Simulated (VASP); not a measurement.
A run of VASP 6.6.1:

POSCAR

```
NiO2
1.0
    1.3837612149      0.7989149099      4.8226336428
   -1.3837612149      0.7989149099      4.8226336428
    0.0000000000     -1.5978298199      4.8226336428
Ni O
1 2
Direct
    0.0000000000      0.0000000000      0.0000000000
    0.6015829766      0.6015829766      0.6015829766
    0.3984170234      0.3984170234      0.3984170234
```

File INCAR.step1:

```
PREC = Accurate
ENCUT = 770
ISMEAR = 0
SIGMA = 0.02
LREAL = False
LASPH = True
NELM = 120
NBANDS = 22
GGA = PE
ALGO = Normal
EDIFF = 1E-5
LWAVE = True
LCHARG = False
GGA_COMPAT = False
```

INCAR.step2

```
PREC = Accurate
ENCUT = 770
EDIFF = 1E-6
ISMEAR = 0
SIGMA = 0.02
LREAL = False
LASPH = True
NELM = 120
ALGO = Normal
ISIF = 2
LWAVE = False
LCHARG = False
METAGGA = R2SCAN
LMIXTAU = True
NBANDS = 22
ISTART = 1
GGA_COMPAT = False
```

The input KPOINTS:

```
regular mesh
0
Gamma
  12 12 12
```

Potentials or basis: VASP PAW PBE potentials, release 64 (Ni_sv_GW, O).

The run is started by

```console
$ cat potpaw_PBE.64/Ni_sv_GW/POTCAR potpaw_PBE.64/O/POTCAR > POTCAR
$ cp INCAR.step1 INCAR
$ mpirun -np 1 vasp_std > vasp.out
$ cp INCAR.step2 INCAR
$ mpirun -np 1 vasp_std > vasp.out
```

Hardware: 1 thread of Intel(R) Xeon(R) Platinum 8259CL CPU @ 2.50GHz (Skylake/Cascade Lake), on a shared host.

Task: Estimate the wall time of this run.

Result: It took 57 min on 1 thread of Intel(R) Xeon(R) Platinum 8259CL CPU @ 2.50GHz (Skylake/Cascade Lake), on a shared host, peak memory 0.56 GiB. Counts: k points 189.
